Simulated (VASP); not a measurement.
# Sb (Pm-3m) in VASP: further runs

Runs on Sb. Level: PBEsol. Tasks: single point.

Everything below comes from runs of VASP 6.6.1. Logs are shortened: lines on timing, memory, paths and dates and some standing lists are left out, and cuts for length are marked.

### Step 1. The cell of the first run

It takes space group Pm-3m (No. 221, cubic). The conventional cell has a = 2.920 Å, b = 2.920 Å, c = 2.920 Å, α = 90.00°, β = 90.00°, γ = 90.00°. Within 3.8 Å of Sb (site symmetry m-3m) lie 6 Sb at 2.92 Å.

### Step 2. Single point, PBEsol

Input file INCAR:

```
PREC = Accurate
ENCUT = 520
EDIFF = 1E-6
ISMEAR = 0
SIGMA = 0.1
LREAL = False
LASPH = True
NELM = 80
ALGO = Normal
ISIF = 2
LWAVE = False
LCHARG = True
GGA = PS
LELF = True
LVHAR = True
NBANDS = 8
```

Input file KPOINTS:

```
Automatic mesh
0
Gamma
  14 14 14
```

Input file POSCAR:

```
Sb
1.0
    2.9203564678      0.0000000000      0.0000000000
    0.0000000000      2.9203564678      0.0000000000
    0.0000000000      0.0000000000      2.9203564678
Sb
1
Direct
    0.0000000000      0.0000000000      0.0000000000
```

Potentials or basis: VASP PAW PBE potentials, release 64 (Sb).

Started as:

```bash
$ cat potpaw_PBE.64/Sb/POTCAR > POTCAR
$ mpirun -np 1 vasp_std > vasp.out
```

OUTCAR:

```text
PREC = Accurate
   ENCUT = 520
   EDIFF = 1E-6
   ISMEAR = 0
   LREAL = False
   LASPH = True
   NELM = 80
   ISIF = 2
   GGA = PS

 ion  position               nearest neighbor table
   1  0.000  0.000  0.000-

  LATTYP: Found a simple cubic cell.
 ALAT       =     2.9203564678

  Lattice vectors:

 A1 = (   2.9203564678,   0.0000000000,   0.0000000000)
 A2 = (   0.0000000000,   2.9203564678,   0.0000000000)
 A3 = (   0.0000000000,   0.0000000000,   2.9203564678)

Analysis of symmetry for initial positions (statically):
=====================================================================
 Subroutine PRICEL returns:
 Original cell was already a primitive cell.

 Routine SETGRP: Setting up the symmetry group for a
 simple cubic supercell.

 Subroutine GETGRP returns: Found 48 space group operations
 (whereof 48 operations were pure point group operations)
 out of a pool of 48 trial point group operations.

The static configuration has the point symmetry O_h .

Analysis of symmetry for dynamics (positions and initial velocities):
=====================================================================
 Subroutine PRICEL returns:
 Original cell was already a primitive cell.

 Routine SETGRP: Setting up the symmetry group for a
 simple cubic supercell.

 Subroutine GETGRP returns: Found 48 space group operations
 (whereof 48 operations were pure point group operations)
 out of a pool of 48 trial point group operations.

The dynamic configuration has the point symmetry O_h .

 Subroutine INISYM returns: Found 48 space group operations
 (whereof 48 operations are pure point group operations),
 and found     1 'primitive' translations

----------------------------------------------------------------------------------------

                                     Primitive cell

  volume of cell :      24.9062

  direct lattice vectors                    reciprocal lattice vectors
     2.920356468  0.000000000  0.000000000     0.342423951  0.000000000  0.000000000
     0.000000000  2.920356468  0.000000000     0.000000000  0.342423951  0.000000000
     0.000000000  0.000000000  2.920356468     0.000000000  0.000000000  0.342423951

  length of vectors
     2.920356468  2.920356468  2.920356468     0.342423951  0.342423951  0.342423951

  position of ions in fractional coordinates (direct lattice)
     0.000000000  0.000000000  0.000000000

  ion indices of the primitive-cell ions
   primitive index   ion index
                 1           1

----------------------------------------------------------------------------------------

 KPOINTS: Automatic mesh

Automatic generation of k-mesh.
 Grid dimensions read from file:
 generate k-points for:   14   14   14

 Generating k-lattice:

  Cartesian coordinates                     Fractional coordinates (reciprocal lattice)
     0.024458854  0.000000000  0.000000000     0.071428571  0.000000000  0.000000000
     0.000000000  0.024458854  0.000000000     0.000000000  0.071428571  0.000000000
     0.000000000  0.000000000  0.024458854     0.000000000  0.000000000  0.071428571

  Length of vectors
     0.024458854  0.024458854  0.024458854

  Shift w.r.t. Gamma in fractional coordinates (k-lattice)
     0.000000000  0.000000000  0.000000000

 Subroutine IBZKPT returns following result:
 ===========================================

 Found    120 irreducible k-points:

 Following reciprocal coordinates:
            Coordinates               Weight
  0.000000  0.000000  0.000000      1.000000
  0.071429  0.000000  0.000000      6.000000
  0.142857  0.000000  0.000000      6.000000
  0.214286  0.000000  0.000000      6.000000
  0.285714  0.000000  0.000000      6.000000
  0.357143  0.000000  0.000000      6.000000
[... 16 lines left out ...]
  0.285714  0.214286  0.000000     24.000000
  0.357143  0.214286  0.000000     24.000000
 [... further k-points ...]
   k-points           NKPTS =    120   k-points in BZ     NKDIM =    120   number of bands    NBANDS=      8
   number of dos      NEDOS =    301   number of ions     NIONS =      1
   total plane-waves  NPLWV =  13824
   dimension x,y,z NGX =    24 NGY =   24 NGZ =   24
   dimension x,y,z NGXF=    48 NGYF=   48 NGZF=   48
   ions per type =               1
   NGX,Y,Z   is equivalent  to a cutoff of  13.66, 13.66, 13.66 a.u.
   NGXF,Y,Z  is equivalent  to a cutoff of  27.32, 27.32, 27.32 a.u.
 SYSTEM =  unknown system
   PREC   = accura    normal or accurate (medium, high low for compatibility)
   ISTART =      0    job   : 0-new  1-cont  2-samecut
   ICHARG =      2    charge: 1-file 2-atom 10-const
   ISPIN  =      1    spin polarized calculation?
   LNONCOLLINEAR =      F non collinear calculations
   LSORBIT =      F    spin-orbit coupling
   LASPH  =      T    aspherical Exc in radial PAW
   ENCUT  =  520.0 eV  38.22 Ry    6.18 a.u.   5.43  5.43  5.43*2*pi/ulx,y,z
   NELM   =     80;   NELMIN=  2; NELMDL= -5     # of ELM steps
   EDIFF  = 0.1E-05   stopping-criterion for ELM
   LREAL  =      F    real-space projection
   EDIFFG = 0.1E-04   stopping-criterion for IOM
   NSW    =      0    number of steps for IOM
   IBRION =     -1    ionic relax: 0-MD 1-quasi-New 2-CG
   NFREE  =      0    steps in history (QN), initial steepest desc. (CG)
   ISIF   =      2    stress and relaxation
   ISYM   =      2    0-nonsym 1-usesym 2-fastsym
   POTIM  = 0.5000    time-step for ionic-motion
   TEBEG  =    0.0;   TEEND  =   0.0 temperature during run
   PSTRESS=    0.0 pullay stress
   NELECT =       5.0000    total number of electrons
   NUPDOWN=      -1.0000    fix difference up-down
   EMIN   =  10.00;   EMAX   =-10.00  energy-range for DOS
   EFERMI =   0.00;   METHOD = LEGACY
   ISMEAR =     0;   SIGMA  =   0.10  broadening in eV -4-tet -1-fermi 0-gaus
   EFERMI_NEDOS =   21; number of points for ismear=-14 and -15
   IALGO  =     38    algorithm
   IMIX   =      4    mixing-type and parameters
     AMIX     =   0.40;   BMIX     =  1.00
     AMIX_MAG =   1.60;   BMIX_MAG =  1.00
  volume/ion in A,a.u.               =      24.91       168.08
  Fermi-wavevector in a.u.,A,eV,Ry     =   0.958581  1.811456 12.502096  0.918878
  Thomas-Fermi vector in A             =   2.087701
   LORBIT       =      0    0 simple, 1 ext, 2 COOP (PROOUT), +10 PAW based schemes
   GGA     = PS    functional components
   LHFCALC =     F    Hartree Fock is set to
   AEXX    =    0.0000 exact exchange contribution
   IVDW    =     0    specifies the selected vdW correction
   LEPSILON=     F    determine dielectric tensor
   LRPA    =     F    only Hartree local field effects (RPA)
 non-spin polarized calculation
 Gauss-broadening in eV      SIGMA  =   0.10
  energy-cutoff  :      520.00
  volume of cell :       24.91
 maximum number of plane-waves:       691
 NGX is ok and might be reduce to    24
   NGX = 11   NGY = 11   NGZ = 11

 number of electron       4.9999999 magnetization

 Free energy of the ion-electron system (eV)
  ---------------------------------------------------
  ext. energy  EPLUGINS =         0.00000000
  ---------------------------------------------------
  free energy    TOTEN  =        -4.40865781 eV

  energy without entropy =       -4.40658011  energy(sigma->0) =       -4.40761896

 E-fermi :   9.4435     XC(G=0): -10.5321

 val. band max:        9.4198969554   @ k =   0.2857   0.2143   0.0714
 cond. band min:       9.4840861307   @ k =   0.5000   0.2857   0.2857
 fundamental gap:      0.0641891753
 Fermi energy:         9.4435019492

 k-point     1 :       0.0000    0.0000    0.0000
  band No.  band energies     occupation
      1      -4.4884      2.00000
      2      13.1700      0.00000
      3      13.1700      0.00000
      4      13.1700      0.00000
      5      16.6188      0.00000
      6      16.6188      0.00000
      7      18.7511      0.00000
      8      28.1912      0.00000

 k-point     2 :       0.0714    0.0000    0.0000
  band No.  band energies     occupation
      1      -4.3997      2.00000
      2      12.0070      0.00000
      3      13.2627      0.00000
      4      13.2627      0.00000
      5      16.6818      0.00000
      6      17.3753      0.00000
      7      19.3106      0.00000
      8      27.4821      0.00000

 k-point     3 :       0.1429    0.0000    0.0000
  band No.  band energies     occupation
      1      -4.1347      2.00000
      2       9.9926      0.00000
      3      13.5350      0.00000
      4      13.5350      0.00000
      5      16.8707      0.00000
      6      18.0098      0.00000
      7      21.1362      0.00000
      8      26.2756      0.00000

 k-point     4 :       0.2143    0.0000    0.0000
  band No.  band energies     occupation
      1      -3.6985      2.00000
      2       7.9434      2.00000
      3      13.9673      0.00000
      4      13.9673      0.00000
      5      17.1842      0.00000
      6      18.4378      0.00000
      7      23.4302      0.00000
      8      24.9907      0.00000

 k-point     5 :       0.2857    0.0000    0.0000
  band No.  band energies     occupation
      1      -3.1049      2.00000
      2       6.0314      2.00000
      3      14.5209      0.00000
      4      14.5209      0.00000
      5      17.6186      0.00000
      6      18.9170      0.00000
      7      23.7319      0.00000
      8      23.7387      0.00000

 k-point     6 :       0.3571    0.0000    0.0000
  band No.  band energies     occupation
      1      -2.3930      2.00000
      2       4.3512      2.00000
      3      15.1225      0.00000
      4      15.1225      0.00000
      5      18.1591      0.00000
      6      19.4874      0.00000
      7      22.4533      0.00000
      8      22.6226      0.00000

 k-point     7 :       0.4286    0.0000    0.0000
  band No.  band energies     occupation
      1      -1.6853      2.00000
      2       3.0529      2.00000
      3      15.6350      0.00000
      4      15.6350      0.00000
      5      18.7449      0.00000
      6      20.0952      0.00000
      7      21.4230      0.00000
      8      21.7958      0.00000

 k-point     8 :       0.5000    0.0000    0.0000
  band No.  band energies     occupation
      1      -1.3349      2.00000
      2       2.5041      2.00000
      3      15.8485      0.00000
      4      15.8485      0.00000
      5      19.0834      0.00000
      6      20.4357      0.00000
      7      20.9360      0.00000
      8      21.4766      0.00000

 k-point     9 :       0.0714    0.0714    0.0000
  band No.  band energies     occupation
      1      -4.3110      2.00000
      2      11.9823      0.00000
      3      12.2181      0.00000
      4      13.3556      0.00000
      5      17.0647      0.00000
      6      18.0015      0.00000
      7      19.6723      0.00000
      8      26.5036      0.00000

 k-point    10 :       0.1429    0.0714    0.0000
  band No.  band energies     occupation
      1      -4.0460      2.00000
      2      10.0731      0.00000
      3      12.3791      0.00000
      4      13.6282      0.00000
      5      17.3246      0.00000
      6      18.7986      0.00000
      7      21.2362      0.00000
      8      25.0476      0.00000
[... 78 lines left out ...]
 k-point    18 :       0.2857    0.1429    0.0000
  band No.  band energies     occupation
      1      -2.7509      2.00000
      2       6.3667      2.00000
      3      11.3528      0.00000
      4      14.8947      0.00000
      5      18.3998      0.00000
      6      19.8189      0.00000
      7      22.0519      0.00000
      8      23.9765      0.00000

 k-point    19 :       0.3571    0.1429    0.0000
  band No.  band energies     occupation
      1      -2.0382      2.00000
      2       4.6891      2.00000
      3      11.9866      0.00000
      4      15.5023      0.00000
      5      18.2978      0.00000
      6      19.2351      0.00000
      7      22.1910      0.00000
      8      22.8672      0.00000

 k-point    20 :       0.4286    0.1429    0.0000
  band No.  band energies     occupation
      1      -1.3288      2.00000
      2       3.3904      2.00000
      3      12.5742      0.00000
      4      16.0221      0.00000
      5      17.4006      0.00000
      6      19.8348      0.00000
      7      21.6482      0.00000
      8      22.0393      0.00000

 k-point    21 :       0.5000    0.1429    0.0000
  band No.  band energies     occupation
      1      -0.9770      2.00000
      2       2.8405      2.00000
      3      12.8413      0.00000
      4      16.2397      0.00000
      5      17.0054      0.00000
      6      20.4073      0.00000
      7      21.0232      0.00000
      8      21.7181      0.00000

 k-point    22 :       0.2143    0.2143    0.0000
  band No.  band energies     occupation
      1      -2.9082      2.00000
      2       8.3845      2.00000
      3       9.0637      2.00000
      4      14.7754      0.00000
      5      18.2661      0.00000
      6      19.8216      0.00000
      7      23.0766      0.00000
      8      24.6356      0.00000

 k-point    23 :       0.2857    0.2143    0.0000
  band No.  band energies     occupation
      1      -2.3136      2.00000
      2       6.7542      2.00000
      3       9.3386      1.86209
      4      15.3380      0.00000
      5      17.8947      0.00000
      6      19.0914      0.00000
      7      23.7390      0.00000
      8      24.2633      0.00000

 k-point    24 :       0.3571    0.2143    0.0000
  band No.  band energies     occupation
      1      -1.5993      2.00000
      2       5.0924      2.00000
      3       9.9545      0.00000
      4      15.9524      0.00000
      5      16.6351      0.00000
      6      19.5579      0.00000
      7      23.1665      0.00000
      8      23.1870      0.00000

 [... further k-points ...]

------------------------ aborting loop because EDIFF is reached ----------------------------------------

  FORCE on cell =-STRESS in cart. coord.  units (eV):
  Direction    XX          YY          ZZ          XY          YZ          ZX
  --------------------------------------------------------------------------------------
  -------------------------------------------------------------------------------------
  Total        1.9314764      1.9314764      1.9314764     -0.0000000     -0.0000000      0.0000000
  in kB      124.2488556    124.2488556    124.2488556     -0.0000000     -0.0000000      0.0000000
  external PRESSURE =     124.2488556 kB  Pullay stress =       0.0000000 kB

 VOLUME and BASIS-vectors are now :
 -----------------------------------------------------------------------------
  energy-cutoff  :      520.00
  volume of cell :       24.91
      direct lattice vectors                 reciprocal lattice vectors
     2.920356468  0.000000000  0.000000000     0.342423951  0.000000000  0.000000000
     0.000000000  2.920356468  0.000000000     0.000000000  0.342423951  0.000000000
     0.000000000  0.000000000  2.920356468     0.000000000  0.000000000  0.342423951

 POSITION                                       TOTAL-FORCE (eV/Angst)
 -----------------------------------------------------------------------------------
      0.00000      0.00000      0.00000         0.000000      0.000000      0.000000
 -----------------------------------------------------------------------------------
    total drift:                               -0.000000      0.000000      0.000000

  FREE ENERGIE OF THE ION-ELECTRON SYSTEM (eV)
  ---------------------------------------------------
  free  energy   TOTEN  =        -4.4086578120 eV

  energy  without entropy=       -4.4065801075  energy(sigma->0) =       -4.40761896
```

It took 19 s on 1 thread of Intel Xeon 8259CL, shared host; peak memory 0.15 GiB.

Results:

- Free energy: -4.4087 eV
- Pressure: 12.4 GPa

Levels at points of the mesh, in eV from the Fermi level:
| k point | band 1 | band 2 | band 3 | band 4 | band 5 | band 6 | band 7 | band 8 |
| --- | --- | --- | --- | --- | --- | --- | --- | --- |
| (0.00, 0.00, 0.00) | -13.93 | 3.73 | 3.73 | 3.73 | 7.18 | 7.18 | 9.31 | 18.75 |
| (0.50, 0.00, 0.00) | -10.78 | -6.94 | 6.40 | 6.40 | 9.64 | 10.99 | 11.49 | 12.03 |
| (0.50, 0.50, 0.00) | -7.34 | -4.40 | -4.40 | 1.42 | 9.30 | 13.76 | 13.76 | 14.20 |
| (0.50, 0.50, 0.50) | -3.32 | -1.97 | -1.97 | -1.97 | 4.56 | 4.56 | 4.56 | 6.32 |

Caveat: the PAW data sets were made with another functional, which shifts forces and pressure a little; spin-orbit coupling is left out, which moves the levels of the heavy elements.

(Continued in part 2 of 2.)
